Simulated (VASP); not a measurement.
# Cu (Fm-3m) in VASP: single point with LDA

Aim: the single point of Cu with LDA.

All numbers are computed with VASP 6.6.1; they aren't measurements. Logs are shortened: lines on timing, memory, paths and dates and some standing lists are left out, and cuts for length are marked.

### 1 The cell of the first run

It takes space group Fm-3m (No. 225, cubic). The conventional cell has a = 3.519 Å, b = 3.519 Å, c = 3.519 Å, α = 90.00°, β = 90.00°, γ = 90.00°. Within 3.3 Å of Cu (site symmetry m-3m) lie 12 Cu at 2.49 Å.

### 2 Single point, LDA

File INCAR:

```
ALGO = Normal ; EDIFF = 1E-6
ENCUT = 700 ; GGA_COMPAT = F
ISIF = 2 ; ISMEAR = -1
LASPH = T ; LCHARG = F
LREAL = F ; LWAVE = F
NBANDS = 16 ; NELM = 120
PREC = Accurate ; SIGMA = 0.15
```

File KPOINTS:

```
k-points
0
Gamma
  16 16 16
```

File POSCAR:

```
Cu
1.0
    0.0000000000      1.7593911016      1.7593911016
    1.7593911016      0.0000000000      1.7593911016
    1.7593911016      1.7593911016      0.0000000000
Cu
1
Direct
    0.0000000000      0.0000000000      0.0000000000
```

Potentials or basis: VASP PAW LDA potentials, release 64 (Cu_sv_GW).

Started as:

```bash
> cat potpaw_LDA.64/Cu_sv_GW/POTCAR > POTCAR
> mpirun -np 1 vasp_std > vasp.out
```

OUTCAR:

```text
EDIFF = 1E-6
   ENCUT = 700
   ISIF = 2
   ISMEAR = -1
   LASPH = T
   LREAL = F
   NELM = 120
   PREC = Accurate

 ion  position               nearest neighbor table
   1  0.000  0.000  0.000-

  LATTYP: Found a face centered cubic cell.
 ALAT       =     3.5187822032

  Lattice vectors:

 A1 = (   0.0000000000,   1.7593911016,   1.7593911016)
 A2 = (   1.7593911016,   0.0000000000,   1.7593911016)
 A3 = (   1.7593911016,   1.7593911016,   0.0000000000)

Analysis of symmetry for initial positions (statically):
=====================================================================
 Subroutine PRICEL returns:
 Original cell was already a primitive cell.

 Routine SETGRP: Setting up the symmetry group for a
 face centered cubic supercell.

 Subroutine GETGRP returns: Found 48 space group operations
 (whereof 48 operations were pure point group operations)
 out of a pool of 48 trial point group operations.

The static configuration has the point symmetry O_h .

Analysis of symmetry for dynamics (positions and initial velocities):
=====================================================================
 Subroutine PRICEL returns:
 Original cell was already a primitive cell.

 Routine SETGRP: Setting up the symmetry group for a
 face centered cubic supercell.

 Subroutine GETGRP returns: Found 48 space group operations
 (whereof 48 operations were pure point group operations)
 out of a pool of 48 trial point group operations.

The dynamic configuration has the point symmetry O_h .

 Subroutine INISYM returns: Found 48 space group operations
 (whereof 48 operations are pure point group operations),
 and found     1 'primitive' translations

----------------------------------------------------------------------------------------

                                     Primitive cell

  volume of cell :      10.8922

  direct lattice vectors                    reciprocal lattice vectors
     0.000000000  1.759391102  1.759391102    -0.284189229  0.284189229  0.284189229
     1.759391102  0.000000000  1.759391102     0.284189229 -0.284189229  0.284189229
     1.759391102  1.759391102  0.000000000     0.284189229  0.284189229 -0.284189229

  length of vectors
     2.488154757  2.488154757  2.488154757     0.492230183  0.492230183  0.492230183

  position of ions in fractional coordinates (direct lattice)
     0.000000000  0.000000000  0.000000000

  ion indices of the primitive-cell ions
   primitive index   ion index
                 1           1

[... 65 lines left out ...]
   ISPIN  =      1    spin polarized calculation?
   LNONCOLLINEAR =      F non collinear calculations
   LSORBIT =      F    spin-orbit coupling
   LASPH  =      T    aspherical Exc in radial PAW
   ENCUT  =  700.0 eV  51.45 Ry    7.17 a.u.   5.37  5.37  5.37*2*pi/ulx,y,z
   NELM   =    120;   NELMIN=  2; NELMDL= -5     # of ELM steps
   EDIFF  = 0.1E-05   stopping-criterion for ELM
   LREAL  =      F    real-space projection
   EDIFFG = 0.1E-04   stopping-criterion for IOM
   NSW    =      0    number of steps for IOM
   IBRION =     -1    ionic relax: 0-MD 1-quasi-New 2-CG
   NFREE  =      0    steps in history (QN), initial steepest desc. (CG)
   ISIF   =      2    stress and relaxation
   ISYM   =      2    0-nonsym 1-usesym 2-fastsym
   POTIM  = 0.5000    time-step for ionic-motion
   TEBEG  =    0.0;   TEEND  =   0.0 temperature during run
   PSTRESS=    0.0 pullay stress
   NELECT =      19.0000    total number of electrons
   NUPDOWN=      -1.0000    fix difference up-down
   EMIN   =  10.00;   EMAX   =-10.00  energy-range for DOS
   EFERMI =   0.00;   METHOD = LEGACY
   ISMEAR =    -1;   SIGMA  =   0.15  broadening in eV -4-tet -1-fermi 0-gaus
   EFERMI_NEDOS =   21; number of points for ismear=-14 and -15
   IALGO  =     38    algorithm
   IMIX   =      4    mixing-type and parameters
     AMIX     =   0.40;   BMIX     =  1.00
     AMIX_MAG =   1.60;   BMIX_MAG =  1.00
  volume/ion in A,a.u.               =      10.89        73.50
  Fermi-wavevector in a.u.,A,eV,Ry     =   1.970699  3.724081 52.840331  3.883655
  Thomas-Fermi vector in A             =   2.993395
   LORBIT       =      0    0 simple, 1 ext, 2 COOP (PROOUT), +10 PAW based schemes
   GGA     = CA    functional components
   LHFCALC =     F    Hartree Fock is set to
   AEXX    =    0.0000 exact exchange contribution
   IVDW    =     0    specifies the selected vdW correction
   LEPSILON=     F    determine dielectric tensor
   LRPA    =     F    only Hartree local field effects (RPA)
 non-spin polarized calculation
  energy-cutoff  :      700.00
  volume of cell :       10.89
 maximum number of plane-waves:       474
 NGX is ok and might be reduce to    24
   NGX = 11   NGY = 11   NGZ = 11

 number of electron      18.9999999 magnetization

 Free energy of the ion-electron system (eV)
  ---------------------------------------------------
  ext. energy  EPLUGINS =         0.00000000
  ---------------------------------------------------
  free energy    TOTEN  =        -4.86651502 eV

  energy without entropy =       -4.84457070  energy(sigma->0) =       -4.85554286

 E-fermi :   8.2461     XC(G=0): -14.3573

 val. band max:        8.1985850340   @ k =   0.5000   0.1875   0.0625
 cond. band min:       8.2851259404   @ k =   0.5000   0.3125   0.1250
 fundamental gap:      0.0865409064
 Fermi energy:         8.2460678259

 k-point     1 :       0.0000    0.0000    0.0000
  band No.  band energies     occupation
      1    -103.4607      2.00000
      2     -61.3464      2.00000
      3     -61.3464      2.00000
      4     -61.3464      2.00000
      5      -1.8074      2.00000
      6       4.9199      2.00000
[... 433 lines left out ...]
      3     -61.3513      2.00000
      4     -61.3484      2.00000
      5      -1.4070      2.00000
      6       4.8199      2.00000
[... 8 lines left out ...]
     15      37.3780      0.00000
     16      38.0281      0.00000

 [... further k-points ...]
[... 5 lines left out ...]
  --------------------------------------------------------------------------------------
  -------------------------------------------------------------------------------------
  Total       -0.2955902     -0.2955902     -0.2955902     -0.0000000      0.0000000     -0.0000000
  in kB      -43.4793920    -43.4793920    -43.4793920     -0.0000000      0.0000000     -0.0000000
  external PRESSURE =     -43.4793920 kB  Pullay stress =       0.0000000 kB

 VOLUME and BASIS-vectors are now :
 -----------------------------------------------------------------------------
  energy-cutoff  :      700.00
  volume of cell :       10.89
      direct lattice vectors                 reciprocal lattice vectors
     0.000000000  1.759391102  1.759391102    -0.284189229  0.284189229  0.284189229
     1.759391102  0.000000000  1.759391102     0.284189229 -0.284189229  0.284189229
     1.759391102  1.759391102  0.000000000     0.284189229  0.284189229 -0.284189229

 POSITION                                       TOTAL-FORCE (eV/Angst)
 -----------------------------------------------------------------------------------
      0.00000      0.00000      0.00000         0.000000      0.000000     -0.000000
 -----------------------------------------------------------------------------------
    total drift:                               -0.000000      0.000000     -0.000000

  FREE ENERGIE OF THE ION-ELECTRON SYSTEM (eV)
  ---------------------------------------------------
  free  energy   TOTEN  =        -4.8665150249 eV

  energy  without entropy=       -4.8445706995  energy(sigma->0) =       -4.85554286
```

stdout:

```text
POSCAR found type information on POSCAR Cu
 POSCAR found :  1 types and       1 ions
 scaLAPACK will be used
 LDA part: xc-table for (Slater(with rela. corr.)+CA(PZ))
 , standard interpolation
 POSCAR, INCAR and KPOINTS ok, starting setup
 FFT: planning ... GRIDC
 FFT: planning ... GRID_SOFT
 FFT: planning ... GRID
 WAVECAR not read
 entering main loop
```

It took 43 s on 1 thread of AMD EPYC 7R13 (Zen 3), shared host; peak memory 0.14 GiB.

What came out:

```
Free energy : -4.8665 eV
Pressure    : -4.3 GPa
```
